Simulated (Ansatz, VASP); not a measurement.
# Two plane-wave programs on Au

The input POSCAR:

```
Au
1.0
    3.0511870452      0.0000000000      0.0000000000
   -1.5255935226      2.6424054928      0.0000000000
    0.0000000000      0.0000000000      4.3651926437
Au
2
Direct
    0.3333333333      0.6666666667      0.7500000000
    0.6666666667      0.3333333333      0.2500000000
```

Contents of INCAR.step1:

```
PREC     = Accurate       # precision mode
ENCUT    = 520            # plane-wave cutoff, eV
ISMEAR   = 0              # smearing method
SIGMA    = 0.15           # smearing width, eV
LREAL    = False          # projectors in reciprocal space
LASPH    = True           # aspherical terms in the spheres
NELM     = 100            # most SCF steps
NBANDS   = 18             # bands
GGA      = PE             # functional
ALGO     = Normal         # electronic algorithm
EDIFF    = 1E-4           # SCF threshold, eV
LWAVE    = True           # write WAVECAR
LCHARG   = False          # write CHGCAR
```

File INCAR.step2:

```
PREC     = Accurate       # precision mode
ENCUT    = 520            # plane-wave cutoff, eV
EDIFF    = 1E-7           # SCF threshold, eV
ISMEAR   = 0              # smearing method
SIGMA    = 0.15           # smearing width, eV
LREAL    = False          # projectors in reciprocal space
LASPH    = True           # aspherical terms in the spheres
NELM     = 100            # most SCF steps
ALGO     = Normal         # electronic algorithm
ISIF     = 2              # what is computed and relaxed
LWAVE    = False          # write WAVECAR
LCHARG   = False          # write CHGCAR
METAGGA  = R2SCAN         # meta-GGA
LMIXTAU  = True         
NBANDS   = 18             # bands
ISTART   = 1
```

The input KPOINTS:

```
Automatic mesh
0
Gamma
  24 24 14
```

Input for Ansatz:

```yaml
crystal:
  lattice:
    - [3.0511870452, 0.0, 0.0]
    - [-1.5255935226, 2.6424054928, 0.0]
    - [0.0, 0.0, 4.3651926437]
  atoms:
    - { symbol: Au, position: [0.3333333333, 0.6666666667, 0.75] }
    - { symbol: Au, position: [0.6666666667, 0.3333333333, 0.25] }
basis:
  ecutwfc: 500
kpoints:
  mp_grid: { grid: [24, 24, 14] }
hamiltonian:
  xc: r2scan
scf:
  occupations: { method: gaussian, width: 0.15 }
output:
  forces: true
  stress: true
  eigenvalues: true
```

Alike in both runs: task single point; functional r2SCAN; k mesh 24 × 24 × 14; occupations gaussian, width 0.15 eV; no spin polarisation.

|  | VASP | Ansatz |
| --- | --- | --- |
| version | VASP 6.6.1 | Ansatz 0.2.0 |
| potentials or method | VASP PAW PBE potentials, release 64 (Au), cutoff 520 eV | scalar-relativistic, plane waves, PAW |
| valence electrons in the cell | 22 | 38 |

Ansatz gave:

```
gap on the k mesh at the Fermi level (eV)                     : none
pressure (GPa)                                                : 3.2
traceless stress, the component that is largest in VASP (GPa) : 6.48
```

Question: What did VASP give for the same quantities?

Answer: gap on the k mesh at the Fermi level (eV): none; pressure (GPa): 3.5; traceless stress, the component that is largest in VASP (GPa): 6.61.

VASP's potentials were made for PBE, not for r2SCAN. A gap of «none» marks a metal or a gap that the smearing closes. The functional is the same, so the differences come from potentials, cutoffs and numerics. VASP's potentials hold 22 valence electrons a cell and Ansatz's 38, so a difference there can come from the potentials and not from the codes.

Neither program's run includes spin-orbit coupling.
